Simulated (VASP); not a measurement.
# Hf (I4/mmm) in VASP: a series of runs

The runs below take Hf through single point, with PBEsol.

All numbers are computed with VASP 6.6.1; they aren't measurements. Logs are shortened: lines on timing, memory, paths and dates and some standing lists are left out, and cuts for length are marked.

## (1) The cell of the first run

The structure is tetragonal, space group I4/mmm (No. 139). The conventional cell has a = 3.171 Å, b = 3.171 Å, c = 4.440 Å, α = 90.00°, β = 90.00°, γ = 90.00°. Hf (site symmetry 4/mmm) has 12 Hf at 3.16 to 3.17 Å within 4.2 Å.

## (2) Single point, PBEsol (equal xx and yy strain of +1 %)

Contents of INCAR:

```
PREC = Accurate ; ENCUT = 520
EDIFF = 1E-6 ; ISMEAR = -1
SIGMA = 0.03 ; LREAL = False
LASPH = True ; NELM = 60
ALGO = Normal ; ISIF = 2
LWAVE = False ; LCHARG = True
GGA = PS ; LELF = True
LVHAR = True ; NBANDS = 11
```

Contents of KPOINTS:

```
regular mesh
0
Gamma
  16 16 16
```

Contents of POSCAR:

```
Hf
1.0
    0.0000000000      2.2422000000      2.2200000000
    2.2422000000      0.0000000000      2.2200000000
    2.2422000000      2.2422000000      0.0000000000
Hf
1
Direct
    0.0000000000      0.0000000000      0.0000000000
```

Potentials or basis: VASP PAW PBE potentials, release 64 (Hf_pv).

Command:

```console
$ cat potpaw_PBE.64/Hf_pv/POTCAR > POTCAR
$ mpirun -np 1 vasp_std > vasp.out
```

OUTCAR:

```text
PREC = Accurate
   ENCUT = 520
   EDIFF = 1E-6
   ISMEAR = -1
   LREAL = False
   LASPH = True
   NELM = 60
   ISIF = 2
   GGA = PS

 ion  position               nearest neighbor table
   1  0.000  0.000  0.000-

  LATTYP: Found a body centered tetragonal cell.
 ALAT       =     3.1709496496
 C/A-ratio  =     1.4002114479

  Lattice vectors:

 A1 = (   0.0000000000,  -2.2422000000,  -2.2200000000)
 A2 = (   0.0000000000,   2.2422000000,  -2.2200000000)
 A3 = (   2.2422000000,   0.0000000000,   2.2200000000)

Analysis of symmetry for initial positions (statically):
=====================================================================
 Subroutine PRICEL returns:
 Original cell was already a primitive cell.

 Routine SETGRP: Setting up the symmetry group for a
 body centered tetragonal supercell.

 Subroutine GETGRP returns: Found 16 space group operations
 (whereof 16 operations were pure point group operations)
 out of a pool of 16 trial point group operations.

The static configuration has the point symmetry D_4h.

Analysis of symmetry for dynamics (positions and initial velocities):
=====================================================================
 Subroutine PRICEL returns:
 Original cell was already a primitive cell.

 Routine SETGRP: Setting up the symmetry group for a
 body centered tetragonal supercell.

 Subroutine GETGRP returns: Found 16 space group operations
 (whereof 16 operations were pure point group operations)
 out of a pool of 16 trial point group operations.

The dynamic configuration has the point symmetry D_4h.

 Subroutine INISYM returns: Found 16 space group operations
 (whereof 16 operations are pure point group operations),
 and found     1 'primitive' translations

----------------------------------------------------------------------------------------

                                     Primitive cell

  volume of cell :      22.3219

  direct lattice vectors                    reciprocal lattice vectors
     0.000000000  2.242200000  2.220000000    -0.222995273  0.222995273  0.225225225
     2.242200000  0.000000000  2.220000000     0.222995273 -0.222995273  0.225225225
     2.242200000  2.242200000  0.000000000     0.222995273  0.222995273 -0.225225225

  length of vectors
     3.155290928  3.155290928  3.170949650     0.387530883  0.387530883  0.387530883

  position of ions in fractional coordinates (direct lattice)
     0.000000000  0.000000000  0.000000000

  ion indices of the primitive-cell ions
   primitive index   ion index
                 1           1

----------------------------------------------------------------------------------------

 KPOINTS: regular mesh

Automatic generation of k-mesh.
 Grid dimensions read from file:
 generate k-points for:   16   16   16

 Generating k-lattice:

  Cartesian coordinates                     Fractional coordinates (reciprocal lattice)
    -0.013937205  0.013937205  0.014076577     0.062500000  0.000000000  0.000000000
     0.013937205 -0.013937205  0.014076577     0.000000000  0.062500000  0.000000000
     0.013937205  0.013937205 -0.014076577    -0.000000000 -0.000000000  0.062500000

  Length of vectors
     0.024220680  0.024220680  0.024220680

  Shift w.r.t. Gamma in fractional coordinates (k-lattice)
     0.000000000  0.000000000  0.000000000

 Subroutine IBZKPT returns following result:
 ===========================================

 Found    349 irreducible k-points:

 Following reciprocal coordinates:
            Coordinates               Weight
  0.000000  0.000000  0.000000      1.000000
  0.062500  0.000000  0.000000      8.000000
  0.125000  0.000000  0.000000      8.000000
  0.187500  0.000000  0.000000      8.000000
  0.250000  0.000000  0.000000      8.000000
  0.312500  0.000000  0.000000      8.000000
[... 16 lines left out ...]
 -0.125000  0.062500  0.000000      8.000000
 -0.062500  0.062500  0.000000      4.000000
 [... further k-points ...]
   k-points           NKPTS =    349   k-points in BZ     NKDIM =    349   number of bands    NBANDS=     11
   number of dos      NEDOS =    301   number of ions     NIONS =      1
   total plane-waves  NPLWV =  13824
   dimension x,y,z NGX =    24 NGY =   24 NGZ =   24
   dimension x,y,z NGXF=    48 NGYF=   48 NGZF=   48
   ions per type =               1
   NGX,Y,Z   is equivalent  to a cutoff of  12.65, 12.65, 12.58 a.u.
   NGXF,Y,Z  is equivalent  to a cutoff of  25.29, 25.29, 25.17 a.u.
 SYSTEM =  unknown system
   PREC   = accura    normal or accurate (medium, high low for compatibility)
   ISTART =      0    job   : 0-new  1-cont  2-samecut
   ICHARG =      2    charge: 1-file 2-atom 10-const
   ISPIN  =      1    spin polarized calculation?
   LNONCOLLINEAR =      F non collinear calculations
   LSORBIT =      F    spin-orbit coupling
   LASPH  =      T    aspherical Exc in radial PAW
   ENCUT  =  520.0 eV  38.22 Ry    6.18 a.u.   5.87  5.87  5.90*2*pi/ulx,y,z
   NELM   =     60;   NELMIN=  2; NELMDL= -5     # of ELM steps
   EDIFF  = 0.1E-05   stopping-criterion for ELM
   LREAL  =      F    real-space projection
[... 7 lines left out ...]
   TEBEG  =    0.0;   TEEND  =   0.0 temperature during run
   PSTRESS=    0.0 pullay stress
   NELECT =      10.0000    total number of electrons
   NUPDOWN=      -1.0000    fix difference up-down
   EMIN   =  10.00;   EMAX   =-10.00  energy-range for DOS
   EFERMI =   0.00;   METHOD = LEGACY
   ISMEAR =    -1;   SIGMA  =   0.03  broadening in eV -4-tet -1-fermi 0-gaus
   EFERMI_NEDOS =   21; number of points for ismear=-14 and -15
   IALGO  =     38    algorithm
   IMIX   =      4    mixing-type and parameters
     AMIX     =   0.40;   BMIX     =  1.00
     AMIX_MAG =   1.60;   BMIX_MAG =  1.00
  volume/ion in A,a.u.               =      22.32       150.64
  Fermi-wavevector in a.u.,A,eV,Ry     =   1.252653  2.367172 21.349455  1.569141
  Thomas-Fermi vector in A             =   2.386544
   LORBIT       =      0    0 simple, 1 ext, 2 COOP (PROOUT), +10 PAW based schemes
   GGA     = PS    functional components
   LHFCALC =     F    Hartree Fock is set to
   AEXX    =    0.0000 exact exchange contribution
   IVDW    =     0    specifies the selected vdW correction
   LEPSILON=     F    determine dielectric tensor
   LRPA    =     F    only Hartree local field effects (RPA)
 non-spin polarized calculation
  energy-cutoff  :      520.00
  volume of cell :       22.32
 maximum number of plane-waves:       620
   NGX = 11   NGY = 11   NGZ = 11

 number of electron      10.0000000 magnetization

 number of electron       9.9999998 magnetization

 Free energy of the ion-electron system (eV)
  ---------------------------------------------------
  ext. energy  EPLUGINS =         0.00000000
  ---------------------------------------------------
  free energy    TOTEN  =       -10.42344856 eV

  energy without entropy =      -10.41766750  energy(sigma->0) =      -10.42055803

 E-fermi :   4.5926     XC(G=0): -11.4032

 val. band max:        4.5921112517   @ k =  -0.3125   0.4375   0.1875
 cond. band min:       4.5929764204   @ k =  -0.3750   0.1250   0.0625
 fundamental gap:      0.0008651687
 Fermi energy:         4.5926284902

 k-point     1 :       0.0000    0.0000    0.0000
  band No.  band energies     occupation
      1     -25.3597      2.00000
      2     -25.3587      2.00000
      3     -25.3587      2.00000
      4      -2.6271      2.00000
      5       5.9501      0.00000
      6       5.9501      0.00000
      7       6.0648      0.00000
      8       8.6951      0.00000
      9       8.8596      0.00000
     10      15.9754      0.00000
     11      17.6516      0.00000

 k-point     2 :       0.0625    0.0000    0.0000
  band No.  band energies     occupation
      1     -25.3925      2.00000
      2     -25.3633      2.00000
      3     -25.3631      2.00000
      4      -2.4895      2.00000
      5       5.8378      0.00000
      6       6.0162      0.00000
      7       6.1033      0.00000
      8       8.6249      0.00000
      9       8.7830      0.00000
     10      16.2836      0.00000
     11      17.6508      0.00000

 k-point     3 :       0.1250    0.0000    0.0000
  band No.  band energies     occupation
      1     -25.4868      2.00000
      2     -25.3758      2.00000
      3     -25.3747      2.00000
      4      -2.0916      2.00000
      5       5.4907      0.00000
      6       6.1788      0.00000
      7       6.2630      0.00000
      8       8.4823      0.00000
      9       8.6194      0.00000
     10      17.0441      0.00000
     11      17.6468      0.00000

 k-point     4 :       0.1875    0.0000    0.0000
  band No.  band energies     occupation
      1     -25.6252      2.00000
      2     -25.3947      2.00000
      3     -25.3917      2.00000
      4      -1.4794      2.00000
      5       5.0677      0.00000
      6       6.3166      0.00000
      7       6.4150      0.00000
      8       8.4570      0.00000
      9       8.5549      0.00000
     10      16.8981      0.00000
     11      17.6553      0.00000

 k-point     5 :       0.2500    0.0000    0.0000
  band No.  band energies     occupation
      1     -25.7845      2.00000
      2     -25.4168      2.00000
      3     -25.4117      2.00000
      4      -0.7381      2.00000
      5       4.7204      0.02783
      6       6.2824      0.00000
      7       6.4010      0.00000
      8       8.7518      0.00000
      9       8.8004      0.00000
     10      15.9873      0.00000
     11      17.6527      0.00000
[... 211 lines left out ...]
 k-point    21 :      -0.2500    0.0625    0.0000
  band No.  band energies     occupation
      1     -25.8355      2.00000
      2     -25.4533      2.00000
      3     -25.4154      2.00000
      4      -0.3782      2.00000
      5       4.5836      1.14855
      6       6.2214      0.00000
      7       6.3486      0.00000
      8       8.4221      0.00000
      9       9.5098      0.00000
     10      15.9973      0.00000
     11      17.6526      0.00000

 k-point    22 :      -0.1875    0.0625    0.0000
  band No.  band energies     occupation
      1     -25.6807      2.00000
      2     -25.4306      2.00000
      3     -25.3932      2.00000
      4      -1.1349      2.00000
      5       4.8593      0.00028
      6       6.3729      0.00000
      7       6.4554      0.00000
      8       8.0319      0.00000
      9       9.0452      0.00000
     10      16.8807      0.00000
     11      17.6579      0.00000

 k-point    23 :      -0.1250    0.0625    0.0000
  band No.  band energies     occupation
      1     -25.5395      2.00000
      2     -25.4067      2.00000
      3     -25.3754      2.00000
      4      -1.7972      2.00000
      5       5.2409      0.00000
      6       6.3200      0.00000
      7       6.3649      0.00000
      8       8.0838      0.00000
      9       8.8532      0.00000
     10      17.5113      0.00000
     11      17.6522      0.00000

 k-point    24 :      -0.0625    0.0625    0.0000
  band No.  band energies     occupation
      1     -25.4373      2.00000
      2     -25.3833      2.00000
      3     -25.3649      2.00000
      4      -2.2672      2.00000
      5       5.6015      0.00000
      6       6.1176      0.00000
      7       6.2414      0.00000
      8       8.3614      0.00000
      9       8.8332      0.00000
     10      16.7584      0.00000
     11      17.6492      0.00000

 [... further k-points ...]
[... 5 lines left out ...]
  --------------------------------------------------------------------------------------
  -------------------------------------------------------------------------------------
  Total       -0.5593767     -0.5593767     -0.5383608      0.0000000      0.0000000      0.0000000
  in kB      -40.1497879    -40.1497879    -38.6413584      0.0000000      0.0000000      0.0000000
  external PRESSURE =     -39.6469781 kB  Pullay stress =       0.0000000 kB

 VOLUME and BASIS-vectors are now :
 -----------------------------------------------------------------------------
  energy-cutoff  :      520.00
  volume of cell :       22.32
      direct lattice vectors                 reciprocal lattice vectors
     0.000000000  2.242200000  2.220000000    -0.222995273  0.222995273  0.225225225
     2.242200000  0.000000000  2.220000000     0.222995273 -0.222995273  0.225225225
     2.242200000  2.242200000  0.000000000     0.222995273  0.222995273 -0.225225225

 POSITION                                       TOTAL-FORCE (eV/Angst)
 -----------------------------------------------------------------------------------
      0.00000      0.00000      0.00000         0.000000     -0.000000      0.000000
 -----------------------------------------------------------------------------------
    total drift:                               -0.000000      0.000000      0.000000

  FREE ENERGIE OF THE ION-ELECTRON SYSTEM (eV)
  ---------------------------------------------------
  free  energy   TOTEN  =       -10.4234485613 eV

  energy  without entropy=      -10.4176675000  energy(sigma->0) =      -10.42055803
```

Run time: 37 s. Hardware: 1 thread of Intel Xeon Platinum 8259CL at 2.50GHz (Skylake/Cascade Lake), shared host; peak memory 0.21 GiB.

What came out:

```yaml
Free_energy: -10.4234 eV
Pressure: -4.0 GPa
Band_gap_on_the_k_mesh: zero (bands 5 and 6 overlap by 1.76 eV)
```

Caveat: the cell differs from its parent crystal (equal xx and yy strain of +1 %); the cell stands under tension; the PAW data sets were made with another functional, which shifts forces and pressure a little; spin-orbit coupling is left out, which moves the levels of the heavy elements.

## (3) Single point, PBEsol (equal xx and yy strain of +2 %)

Contents of INCAR:

```
ALGO     = Normal         # electronic algorithm
EDIFF    = 1E-7           # SCF threshold, eV
ENCUT    = 520            # plane-wave cutoff, eV
GGA      = PS             # functional
ISIF     = 2              # what is computed and relaxed
ISMEAR   = -1             # smearing method
LASPH    = True           # aspherical terms in the spheres
LCHARG   = False          # write CHGCAR
LREAL    = False          # projectors in reciprocal space
LWAVE    = False          # write WAVECAR
NBANDS   = 11             # bands
NELM     = 100            # most SCF steps
PREC     = Accurate       # precision mode
SIGMA    = 0.03           # smearing width, eV
```

Contents of KPOINTS:

```
k-points
0
Gamma
  16 16 16
```

Contents of POSCAR:

```
Hf
1.0
    0.0000000000      2.2644000000      2.2200000000
    2.2644000000      0.0000000000      2.2200000000
    2.2644000000      2.2644000000      0.0000000000
Hf
1
Direct
    0.0000000000      0.0000000000      0.0000000000
```

Potentials or basis: VASP PAW PBE potentials, release 64 (Hf_pv).

Command:

```console
$ cat potpaw_PBE.64/Hf_pv/POTCAR > POTCAR
$ mpirun -np 1 vasp_std > vasp.out
```

Run time: 38 s. Hardware: 1 thread of Intel Xeon Platinum 8259CL at 2.50GHz (Skylake/Cascade Lake), shared host; peak memory 0.2 GiB.

The run converged. Its results:

- Free energy: -10.4097 eV
- Pressure: -5.7 GPa
- Band gap on the k mesh: zero (bands 5 and 6 overlap by 1.74 eV)

Stress tensor (GPa, compression positive):
```
-5.91  0.00  0.00
 0.00 -5.91  0.00
 0.00  0.00 -5.43
```

Levels at points of the mesh, in eV from the Fermi level:
| k point | band 1 | band 2 | band 3 | band 4 | band 5 | band 6 | band 7 | band 8 | band 9 | band 10 |
| --- | --- | --- | --- | --- | --- | --- | --- | --- | --- | --- |
| (0.00, 0.00, 0.00) | -30.03 | -30.03 | -30.03 | -7.15 | 1.31 | 1.31 | 1.54 | 3.94 | 4.26 | 11.32 |
| (0.50, 0.00, 0.00) | -30.80 | -30.14 | -30.12 | -3.59 | 0.56 | 1.04 | 1.29 | 6.11 | 6.26 | 9.14 |
| (0.50, 0.50, 0.00) | -30.75 | -30.32 | -30.32 | -3.15 | -2.10 | 2.66 | 6.17 | 6.80 | 6.80 | 9.58 |
| (0.50, 0.00, 0.50) | -30.75 | -30.31 | -30.28 | -3.20 | -2.04 | 2.35 | 6.18 | 6.68 | 6.91 | 9.75 |

Caveat: the cell differs from its parent crystal (equal xx and yy strain of +2 %); the cell stands under tension; the PAW data sets were made with another functional, which shifts forces and pressure a little; spin-orbit coupling is left out, which moves the levels of the heavy elements.
